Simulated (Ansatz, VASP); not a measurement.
# Two plane-wave programs on BF

```
B F
1.0
     3.10145    0.07014    0.00336
     1.40734    4.69757   -0.00395
     1.21820   -0.11414    6.77469
B F
4 4
Direct
  0.73703 0.97412 0.06439
  0.04102 0.35585 0.07910
  0.95898 0.64415 0.92090
  0.26297 0.02588 0.93561
  0.67602 0.94001 0.26077
  0.95347 0.38537 0.27197
  0.04653 0.61463 0.72803
  0.32398 0.05999 0.73923
```

Alike in both runs: task single point; functional PBE; k mesh 8 × 6 × 4; occupations gaussian, width 0.2 eV; no spin polarisation.

|  | VASP | Ansatz |
| --- | --- | --- |
| version | VASP 6.6.1 | Ansatz 0.2.0 |
| potentials or method | VASP PAW PBE potentials, release 64 (B, F), cutoff 520 eV | scalar-relativistic, plane waves, PAW |
| valence electrons in the cell | 40 | 40 |

```tsv
	VASP	Ansatz	Ansatz less VASP
gap on the k mesh at the Fermi level (eV)	none	none	-
pressure (GPa)	0.5	0.0	-0.47
traceless stress, the component that is largest in VASP (GPa)	1.46	-0.02	-1.476
rms of the force components (eV/Å)	0.157	0.020	-0.1365
```

Atom by atom the forces differ by 0.157 eV/Å (rms over components). A gap of «none» marks a metal or a gap that the smearing closes. With one functional, cell and mesh, what is left measures potentials, basis and numerics.
